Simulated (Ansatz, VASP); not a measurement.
# Two plane-wave programs on La

The input POSCAR:

```
La
1.0
   -2.4879800000      2.4879800000      2.4879800000
    2.4879800000     -2.4879800000      2.4879800000
    2.4879800000      2.4879800000     -2.4879800000
La
1
Direct
    0.0000000000      0.0000000000      0.0000000000
```

INCAR.step1

```
SYSTEM = La
PREC = Accurate ; ENCUT = 520
ISMEAR = -1 ; SIGMA = 0.1
LREAL = .FALSE. ; LASPH = .TRUE.
NELM = 150 ; MAGMOM = 0 0 0
LSORBIT = .TRUE. ; GGA_COMPAT = .FALSE.
LMAXMIX = 6 ; NBANDS = 22
GGA = PE ; ALGO = Normal
EDIFF = 1E-4 ; LWAVE = .TRUE.
LCHARG = .FALSE.
```

The input INCAR.step2:

```
SYSTEM = La
PREC = Accurate ; ENCUT = 520
EDIFF = 1E-6 ; ISMEAR = -1
SIGMA = 0.1 ; LREAL = .FALSE.
LASPH = .TRUE. ; NELM = 150
ALGO = Normal ; ISIF = 2
LWAVE = .FALSE. ; LCHARG = .FALSE.
MAGMOM = 0 0 0 ; LORBIT = 11
LSORBIT = .TRUE. ; GGA_COMPAT = .FALSE.
LORBMOM = .TRUE. ; LMAXMIX = 6
METAGGA = R2SCAN ; LMIXTAU = .TRUE.
NBANDS = 22 ; ISTART = 1
```

File KPOINTS:

```
regular mesh
0
G
  10 10 10
  0 0 0
```

Input for Ansatz:

```yaml
crystal:
  lattice:
    - [-2.48798, 2.48798, 2.48798]
    - [2.48798, -2.48798, 2.48798]
    - [2.48798, 2.48798, -2.48798]
  atoms:
    - { symbol: La, position: [0.0, 0.0, 0.0] }
  symmetry: { tolerance: 0.0003 }
kpoints:
  mp_grid: { grid: [10, 10, 10], shift: [0, 0, 0] }
  band_path:
    path:
      - [0.0, 0.0, 0.0]
      - [0.5, -0.5, 0.5]
      - [0.0, 0.0, 0.5]
      - [0.0, 0.0, 0.0]
      - [0.25, 0.25, 0.25]
      - [0.5, -0.5, 0.5]
      - [0.25, 0.25, 0.25]
      - [0.0, 0.0, 0.5]
    npoints: 8
magnetization:
  noncollinear: true
  spin_orbit: true
scf:
  occupations: { method: fermi_dirac }
  lower_state_search: "off"
  max_iter: 200
hamiltonian:
  pseudopotentials: { kind: paw_fr }
  xc: r2scan
basis:
  ecutwfc: 500
  fft_grid_basis: typed
output:
  forces: true
  stress: true
  eigenvalues: true
  bader: true
  populations: true
  elf: true
  write_potential: true
  volumetric_format: npy
  dos:
    e_range: [-12, 8]
    de: 0.05
    projected: { site_lists: { La: [La] } }
    method: { smearing: { sigma: 0.1, scheme: gaussian } }
checkpoint:
  read: saved_state
```

Alike in both runs: task single point; functional r2SCAN; k mesh 10 × 10 × 10; non-collinear spin, spin-orbit coupling.

|  | VASP | Ansatz |
| --- | --- | --- |
| version | VASP 6.6.1 | Ansatz 0.2.0 |
| potentials or method | VASP PAW PBE potentials, release 64 (La), cutoff 520 eV | PAW plane waves |
| occupations | fermi-dirac, width 0.1 eV | fermi-dirac |
| valence electrons in the cell | 11 | 11 |

|  | VASP | Ansatz | Ansatz less VASP |
| --- | --- | --- | --- |
| pressure (GPa) | -6.1 | -6.1 | +0.03 |

VASP's potentials were made for PBE, not for r2SCAN.
